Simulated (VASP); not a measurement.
Wanted: the native input for a VASP 6.6.1 run.

| Item | Value |
| --- | --- |
| Task | single point |
| Functional | PBE |
| Potentials or basis | VASP PAW PBE potentials, release 64 (K_sv, F) |
| Cutoff | 600 eV |
| k mesh | 7 × 7 × 7 |
| Occupations | fermi-dirac, width 0.01 eV |
| Spin | no spin polarisation |
| Dipole correction | no |
| Further INCAR settings | ALGO = Normal; EDIFF = 1e-06; NBANDS = 15 |

The structure of KF lies in POSCAR:

```
KF
1.0
    0.0000000000      2.7094549674      2.7094549674
    2.7094549674      0.0000000000      2.7094549674
    2.7094549674      2.7094549674      0.0000000000
K F
1 1
Direct
    0.0000000000      0.0000000000      0.0000000000
    0.5000000000      0.5000000000      0.5000000000
```

These files were run (other wordings do the same):

INCAR

```
PREC     = Accurate       # precision mode
ENCUT    = 600            # plane-wave cutoff, eV
EDIFF    = 1E-6           # SCF threshold, eV
ISMEAR   = -1             # smearing method
SIGMA    = 0.01           # smearing width, eV
LREAL    = F              # projectors in reciprocal space
LASPH    = T              # aspherical terms in the spheres
NELM     = 120            # most SCF steps
ALGO     = Normal         # electronic algorithm
ISIF     = 2              # what is computed and relaxed
LWAVE    = F              # write WAVECAR
LCHARG   = F              # write CHGCAR
GGA      = PE             # functional
NBANDS   = 15             # bands
GGA_COMPAT= F
```

KPOINTS

```
Automatic mesh
0
Gamma
  7 7 7
```

Potentials or basis: VASP PAW PBE potentials, release 64 (K_sv, F).

Launch:

```console
$ cat potpaw_PBE.64/K_sv/POTCAR potpaw_PBE.64/F/POTCAR > POTCAR
$ mpirun -np 1 vasp_std > vasp.out
```

It gave:

| Property | Result |
| --- | --- |
| Pressure | 0.0 GPa |
| Band gap on the k mesh | 5.95 eV |

Wall time 25 s on 1 thread of Intel Xeon 8259CL, with other jobs on the host, peak memory 0.17 GiB.
